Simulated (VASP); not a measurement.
# TiO2 (C2/m) in VASP: a series of runs

Aim: see how the results for TiO2 move with the level of theory and the settings. Levels: PBE, BLYP+D4. Tasks: single point.

All numbers are computed with VASP 6.6.1; they aren't measurements. Logs are shortened: lines on timing, memory, paths and dates and some standing lists are left out, and cuts for length are marked.

**1. The cell of the first run**

The structure is monoclinic, space group C2/m (No. 12). The conventional cell has a = 12.269 Å, b = 3.755 Å, c = 6.625 Å, α = 90.00°, β = 106.99°, γ = 90.00°. Within 2.5 Å of Ti (site symmetry m) lie 6 O at 1.86 to 2.16 Å. Within 2.4 Å of Ti (site symmetry m) lie 6 O at 1.77 to 2.37 Å. Within 2.6 Å of O (site symmetry m) lie 3 Ti at 1.94 to 2.03 Å and 2 O at 2.52 Å. Within 2.8 Å of O (site symmetry m) lie 4 Ti at 1.96 to 2.37 Å and 5 O at 2.52 to 2.73 Å. Within 2.4 Å of O (site symmetry m) lie 2 Ti at 1.77 to 1.87 Å. O (site symmetry m) has 3 Ti at 1.86 to 2.16 Å and 2 O at 2.54 to 2.68 Å within 2.7 Å.

**2. Single point, PBE**

Input file INCAR:

```
SYSTEM = TiO2
PREC = Accurate
ENCUT = 520
EDIFF = 1E-7
ISMEAR = -1
SIGMA = 0.05
LREAL = .FALSE.
LASPH = .TRUE.
NELM = 60
ALGO = Normal
ISIF = 2
LWAVE = .FALSE.
LCHARG = .FALSE.
GGA = PE
NBANDS = 60
```

Input file KPOINTS:

```
Automatic mesh
0
G
  8 8 4
  0 0 0
```

Input file POSCAR:

```
TiO2
1.0
    6.1346841278     -1.8776730511     -0.0063733181
    6.1346841278      1.8776730511     -0.0063733181
   -1.9289606213      0.0000000000      6.3378478975
Ti O
4 8
Direct
    0.8993947703      0.8993947703      0.2898296165
    0.1939082277      0.1939082277      0.2810793820
    0.1006052297      0.1006052297      0.7101703835
    0.8060917723      0.8060917723      0.7189206180
    0.3613149067      0.3613149067      0.2932115047
    0.2644171348      0.2644171348      0.6547368019
    0.8674478169      0.8674478169      0.9966229298
    0.7355828652      0.7355828652      0.3452631981
    0.9419431169      0.9419431169      0.6303158163
    0.1325521831      0.1325521831      0.0033770702
    0.6386850933      0.6386850933      0.7067884953
    0.0580568831      0.0580568831      0.3696841837
```

Potentials or basis: VASP PAW PBE potentials, release 64 (Ti_sv, O).

Command:

```
$ cat potpaw_PBE.64/Ti_sv/POTCAR potpaw_PBE.64/O/POTCAR > POTCAR
$ mpirun -np 1 vasp_std > vasp.out
```

OUTCAR:

```text
SYSTEM = TiO2
   PREC = Accurate
   ENCUT = 520
   EDIFF = 1E-7
   ISMEAR = -1
   LREAL = .FALSE.
   LASPH = .TRUE.
   NELM = 60
   ISIF = 2
   GGA = PE

 ion  position               nearest neighbor table
   1  0.899  0.899  0.290-  12 1.86   7 1.87   5 1.94   5 1.94   8 2.15   9 2.16
   2  0.194  0.194  0.281-  10 1.77  12 1.92   8 1.96   8 1.96   5 2.03   6 2.37
   3  0.101  0.101  0.710-   9 1.86  10 1.87  11 1.94  11 1.94   6 2.15  12 2.16
   4  0.806  0.806  0.719-   7 1.77   9 1.92   6 1.96   6 1.96  11 2.03   8 2.37
   5  0.361  0.361  0.293-   1 1.94   1 1.94   2 2.03
   6  0.264  0.264  0.655-   4 1.96   4 1.96   3 2.15   2 2.37
   7  0.867  0.867  0.997-   4 1.77   1 1.87
   8  0.736  0.736  0.345-   2 1.96   2 1.96   1 2.15   4 2.37
   9  0.942  0.942  0.630-   3 1.86   4 1.92   1 2.16
  10  0.133  0.133  0.003-   2 1.77   3 1.87
  11  0.639  0.639  0.707-   3 1.94   3 1.94   4 2.03
  12  0.058  0.058  0.370-   1 1.86   2 1.92   3 2.16

  LATTYP: Found a base centered monoclinic cell.
 ALAT       =    12.2693748768
 B/A-ratio  =     0.3060747707
 C/A-ratio  =     0.5399535754
 COS(beta)  =    -0.2921623052

  Lattice vectors:

 A1 = (   6.1346841278,  -1.8776730511,  -0.0063733181)
 A2 = (   6.1346841278,   1.8776730511,  -0.0063733181)
 A3 = (  -1.9289606213,   0.0000000000,   6.3378478975)

Analysis of symmetry for initial positions (statically):
=====================================================================
 Subroutine PRICEL returns:
 Original cell was already a primitive cell.

 Routine SETGRP: Setting up the symmetry group for a
 base centered monoclinic supercell.

 Subroutine GETGRP returns: Found  4 space group operations
 (whereof  4 operations were pure point group operations)
 out of a pool of  4 trial point group operations.

The static configuration has the point symmetry C_2h.

Analysis of symmetry for dynamics (positions and initial velocities):
=====================================================================
 Subroutine PRICEL returns:
 Original cell was already a primitive cell.

 Routine SETGRP: Setting up the symmetry group for a
 base centered monoclinic supercell.

 Subroutine GETGRP returns: Found  4 space group operations
 (whereof  4 operations were pure point group operations)
 out of a pool of  4 trial point group operations.

The dynamic configuration has the point symmetry C_2h.

 Subroutine INISYM returns: Found  4 space group operations
 (whereof  4 operations are pure point group operations),
 and found     1 'primitive' translations

----------------------------------------------------------------------------------------

                                     Primitive cell

  volume of cell :     145.9643

  direct lattice vectors                    reciprocal lattice vectors
     6.134684128 -1.877673051 -0.006373318     0.081529568 -0.266287041  0.024813995
     6.134684128  1.877673051 -0.006373318     0.081529568  0.266287041  0.024813995
    -1.928960621  0.000000000  6.337847897     0.000163972  0.000000000  0.157832171

  length of vectors
     6.415609562  6.415609562  6.624892833     0.279591833  0.279591833  0.157832256

  position of ions in fractional coordinates (direct lattice)
     0.899394770  0.899394770  0.289829617
     0.193908228  0.193908228  0.281079382
     0.100605230  0.100605230  0.710170383
     0.806091772  0.806091772  0.718920618
     0.361314907  0.361314907  0.293211505
     0.264417135  0.264417135  0.654736802
     0.867447817  0.867447817  0.996622930
     0.735582865  0.735582865  0.345263198
     0.941943117  0.941943117  0.630315816
     0.132552183  0.132552183  0.003377070
     0.638685093  0.638685093  0.706788495
     0.058056883  0.058056883  0.369684184

  ion indices of the primitive-cell ions
   primitive index   ion index
                 1           1
                 2           2
                 3           3
                 4           4
                 5           5
                 6           6
                 7           7
                 8           8
                 9           9
                10          10
                11          11
                12          12

----------------------------------------------------------------------------------------

 KPOINTS: Automatic mesh

Automatic generation of k-mesh.
 Grid dimensions read from file:
 generate k-points for:    8    8    4

 Generating k-lattice:

  Cartesian coordinates                     Fractional coordinates (reciprocal lattice)
     0.010191196 -0.033285880  0.003101749     0.125000000  0.000000000  0.000000000
     0.010191196  0.033285880  0.003101749     0.000000000  0.125000000  0.000000000
     0.000040993  0.000000000  0.039458043     0.000000000  0.000000000  0.250000000

  Length of vectors
     0.034948979  0.034948979  0.039458064

  Shift w.r.t. Gamma in fractional coordinates (k-lattice)
     0.000000000  0.000000000  0.000000000

 Subroutine IBZKPT returns following result:
 ===========================================

 Found     78 irreducible k-points:

 Following reciprocal coordinates:
            Coordinates               Weight
  0.000000  0.000000  0.000000      1.000000
  0.125000  0.000000 -0.000000      4.000000
  0.250000  0.000000 -0.000000      4.000000
  0.375000  0.000000 -0.000000      4.000000
  0.500000  0.000000 -0.000000      2.000000
  0.125000  0.125000 -0.000000      2.000000
[... 16 lines left out ...]
  0.125000  0.000000  0.250000      4.000000
  0.250000  0.000000  0.250000      4.000000
 [... further k-points ...]
   k-points           NKPTS =     78   k-points in BZ     NKDIM =     78   number of bands    NBANDS=     60
   number of dos      NEDOS =    301   number of ions     NIONS =     12
   total plane-waves  NPLWV = 115200
   dimension x,y,z NGX =    48 NGY =   48 NGZ =   50
   dimension x,y,z NGXF=    96 NGYF=   96 NGZF=  100
   ions per type =               4   8
   NGX,Y,Z   is equivalent  to a cutoff of  12.44, 12.44, 12.55 a.u.
   NGXF,Y,Z  is equivalent  to a cutoff of  24.88, 24.88, 25.09 a.u.
 SYSTEM =  TiO2
   PREC   = accura    normal or accurate (medium, high low for compatibility)
   ISTART =      0    job   : 0-new  1-cont  2-samecut
   ICHARG =      2    charge: 1-file 2-atom 10-const
   ISPIN  =      1    spin polarized calculation?
   LNONCOLLINEAR =      F non collinear calculations
   LSORBIT =      F    spin-orbit coupling
   LASPH  =      T    aspherical Exc in radial PAW
   ENCUT  =  520.0 eV  38.22 Ry    6.18 a.u.  11.93 11.93 12.32*2*pi/ulx,y,z
   NELM   =     60;   NELMIN=  2; NELMDL= -5     # of ELM steps
   EDIFF  = 0.1E-06   stopping-criterion for ELM
   LREAL  =      F    real-space projection
   EDIFFG = 0.1E-05   stopping-criterion for IOM
   NSW    =      0    number of steps for IOM
   IBRION =     -1    ionic relax: 0-MD 1-quasi-New 2-CG
   NFREE  =      0    steps in history (QN), initial steepest desc. (CG)
   ISIF   =      2    stress and relaxation
   ISYM   =      2    0-nonsym 1-usesym 2-fastsym
   POTIM  = 0.5000    time-step for ionic-motion
   TEBEG  =    0.0;   TEEND  =   0.0 temperature during run
   PSTRESS=    0.0 pullay stress
   NELECT =      96.0000    total number of electrons
   NUPDOWN=      -1.0000    fix difference up-down
   EMIN   =  10.00;   EMAX   =-10.00  energy-range for DOS
   EFERMI =   0.00;   METHOD = LEGACY
   ISMEAR =    -1;   SIGMA  =   0.05  broadening in eV -4-tet -1-fermi 0-gaus
   EFERMI_NEDOS =   21; number of points for ismear=-14 and -15
   IALGO  =     38    algorithm
   IMIX   =      4    mixing-type and parameters
     AMIX     =   0.40;   BMIX     =  1.00
     AMIX_MAG =   1.60;   BMIX_MAG =  1.00
  volume/ion in A,a.u.               =      12.16        82.08
  Fermi-wavevector in a.u.,A,eV,Ry     =   1.423693  2.690390 27.577674  2.026902
  Thomas-Fermi vector in A             =   2.544263
   LORBIT       =      0    0 simple, 1 ext, 2 COOP (PROOUT), +10 PAW based schemes
   GGA     = PE    functional components
   LHFCALC =     F    Hartree Fock is set to
   AEXX    =    0.0000 exact exchange contribution
   IVDW    =     0    specifies the selected vdW correction
   LEPSILON=     F    determine dielectric tensor
   LRPA    =     F    only Hartree local field effects (RPA)
 non-spin polarized calculation
  energy-cutoff  :      520.00
  volume of cell :      145.96
 maximum number of plane-waves:      3952
   NGX = 23   NGY = 23   NGZ = 25

 number of electron      96.0000002 magnetization

 Free energy of the ion-electron system (eV)
  ---------------------------------------------------
  ext. energy  EPLUGINS =         0.00000000
  ---------------------------------------------------
  free energy    TOTEN  =      -107.79873547 eV

  energy without entropy =     -107.79873547  energy(sigma->0) =     -107.79873547

 E-fermi :   3.8690     XC(G=0): -10.2999

 val. band max:        2.5425595846   @ k =  -0.3750   0.2500   0.5000
 cond. band min:       5.2879902845   @ k =   0.0000   0.0000   0.0000
 fundamental gap:      2.7454306998
 Fermi energy:         3.8690410434

 k-point     1 :       0.0000    0.0000    0.0000
  band No.  band energies     occupation
      1     -53.6192      2.00000
      2     -53.6080      2.00000
      3     -53.4997      2.00000
      4     -53.4941      2.00000
      5     -30.0217      2.00000
      6     -29.9696      2.00000
[... 52 lines left out ...]
     59       7.4474      0.00000
     60       7.6728      0.00000

 k-point     2 :       0.1250    0.0000   -0.0000
  band No.  band energies     occupation
      1     -53.6186      2.00000
      2     -53.6076      2.00000
      3     -53.4993      2.00000
      4     -53.4941      2.00000
      5     -30.0193      2.00000
      6     -29.9678      2.00000
[... 52 lines left out ...]
     59       7.2230      0.00000
     60       7.2517      0.00000

 k-point     3 :       0.2500    0.0000   -0.0000
  band No.  band energies     occupation
      1     -53.6172      2.00000
      2     -53.6065      2.00000
      3     -53.4982      2.00000
      4     -53.4943      2.00000
      5     -30.0133      2.00000
      6     -29.9646      2.00000
[... 1312 lines left out ...]
     59       7.2338      0.00000
     60       7.2734      0.00000

 k-point    24 :       0.2500    0.0000    0.2500
  band No.  band energies     occupation
      1     -53.6169      2.00000
      2     -53.6067      2.00000
      3     -53.4983      2.00000
      4     -53.4941      2.00000
      5     -30.0120      2.00000
      6     -29.9649      2.00000
[... 52 lines left out ...]
     59       7.1630      0.00000
     60       7.1991      0.00000

 [... further k-points ...]
[... 5 lines left out ...]
  --------------------------------------------------------------------------------------
  -------------------------------------------------------------------------------------
  Total        0.5512140      0.5107014      0.6080587      0.0000000      0.0000000      0.0384709
  in kB        6.0504010      5.6057148      6.6743572      0.0000000      0.0000000      0.4222757
  external PRESSURE =       6.1101577 kB  Pullay stress =       0.0000000 kB

 VOLUME and BASIS-vectors are now :
 -----------------------------------------------------------------------------
  energy-cutoff  :      520.00
  volume of cell :      145.96
      direct lattice vectors                 reciprocal lattice vectors
     6.134684128 -1.877673051 -0.006373318     0.081529568 -0.266287041  0.024813995
     6.134684128  1.877673051 -0.006373318     0.081529568  0.266287041  0.024813995
    -1.928960621  0.000000000  6.337847897     0.000163972  0.000000000  0.157832171

 POSITION                                       TOTAL-FORCE (eV/Angst)
 -----------------------------------------------------------------------------------
     10.47594      0.00000      1.82543        -0.024643      0.000000      0.024271
      1.83694      0.00000      1.77897         0.004407      0.000000      0.080036
     -0.13553      0.00000      4.49967         0.024643      0.000000     -0.024271
      8.50347      0.00000      4.54613        -0.004407      0.000000     -0.080036
      3.86751      0.00000      1.85372         0.010067      0.000000     -0.000223
      1.98127      0.00000      4.14625        -0.000615      0.000000     -0.015705
      8.72059      0.00000      6.30539         0.014870      0.000000      0.048464
      8.35914      0.00000      2.17885         0.000615      0.000000      0.015705
     10.34119      0.00000      3.98284        -0.021578      0.000000     -0.015134
      1.61982      0.00000      0.01971        -0.014870      0.000000     -0.048464
      6.47290      0.00000      4.47138        -0.010067      0.000000      0.000223
     -0.00078      0.00000      2.34226         0.021578      0.000000      0.015134
 -----------------------------------------------------------------------------------
    total drift:                                0.000000     -0.000000     -0.000000

  FREE ENERGIE OF THE ION-ELECTRON SYSTEM (eV)
  ---------------------------------------------------
  free  energy   TOTEN  =      -107.7987354719 eV

  energy  without entropy=     -107.7987354719  energy(sigma->0) =     -107.79873547
```

It took 36 min on 1 thread of Oxide Virtual Turin-like, shared host; peak memory 0.61 GiB.

What came out:

| Item | Value |
| --- | --- |
| Free energy | -107.7987 eV |
| Pressure | 0.6 GPa |
| Largest force | 0.080 eV/Å |
| Band gap on the k mesh | 2.75 eV (least direct gap 2.93 eV) |

Forces on the atoms (eV/Å):
```
Ti  -0.025  0.000  0.024
Ti   0.004  0.000  0.080
Ti   0.025  0.000 -0.024
Ti  -0.004  0.000 -0.080
O    0.010  0.000  0.000
O   -0.001  0.000 -0.016
O    0.015  0.000  0.048
O    0.001  0.000  0.016
O   -0.022  0.000 -0.015
O   -0.015  0.000 -0.048
O   -0.010  0.000  0.000
O    0.022  0.000  0.015
```

Stress tensor (GPa, compression positive):
```
0.61 0.00 0.04
0.00 0.56 0.00
0.04 0.00 0.67
```

(Continued in part 2 of 2.)
